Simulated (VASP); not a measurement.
Set up this calculation in VASP 6.6.1, as the native input.

```yaml
Task: single point
Functional: PBE
Potentials_or_basis: VASP PAW PBE potentials, release 64 (Nb_sv)
Cutoff: 520 eV
k_mesh: 17 × 17 × 17
Occupations: fermi-dirac, width 0.05 eV
Spin: no spin polarisation
Dipole_correction: no
Further_INCAR_settings: ALGO = Normal; EDIFF = 1e-07; NBANDS = 12
```

The structure of Nb lies in POSCAR:

```
Nb
1.0
    0.0000000000      2.1093293374      2.1093293374
    2.1093293374      0.0000000000      2.1093293374
    2.1093293374      2.1093293374      0.0000000000
Nb
1
Direct
    0.0000000000      0.0000000000      0.0000000000
```

This isn't the form of Nb at room conditions, which is bcc.

One way to write it, as run:

INCAR

```
PREC     = Accurate       # precision mode
ENCUT    = 520            # plane-wave cutoff, eV
EDIFF    = 1E-7           # SCF threshold, eV
ISMEAR   = -1             # smearing method
SIGMA    = 0.05           # smearing width, eV
LREAL    = False          # projectors in reciprocal space
LASPH    = True           # aspherical terms in the spheres
NELM     = 80             # most SCF steps
ALGO     = Normal         # electronic algorithm
ISIF     = 2              # what is computed and relaxed
LWAVE    = False          # write WAVECAR
LCHARG   = False          # write CHGCAR
GGA      = PE             # functional
NBANDS   = 12             # bands
```

KPOINTS

```
regular mesh
0
Gamma
  17 17 17
```

Potentials or basis: VASP PAW PBE potentials, release 64 (Nb_sv).

The run is started by

```bash
$ cat potpaw_PBE.64/Nb_sv/POTCAR > POTCAR
$ mpirun -np 1 vasp_std > vasp.out
```

It gave:

```json
{
  "Pressure": "-0.3 GPa",
  "Band gap on the k mesh": "zero (an odd number of electrons rules out a gap without spin polarisation)"
}
```

Run time: 12 s on 1 thread of Intel(R) Xeon(R) 6975P-C (Granite Rapids), on a shared host, peak memory 0.16 GiB.
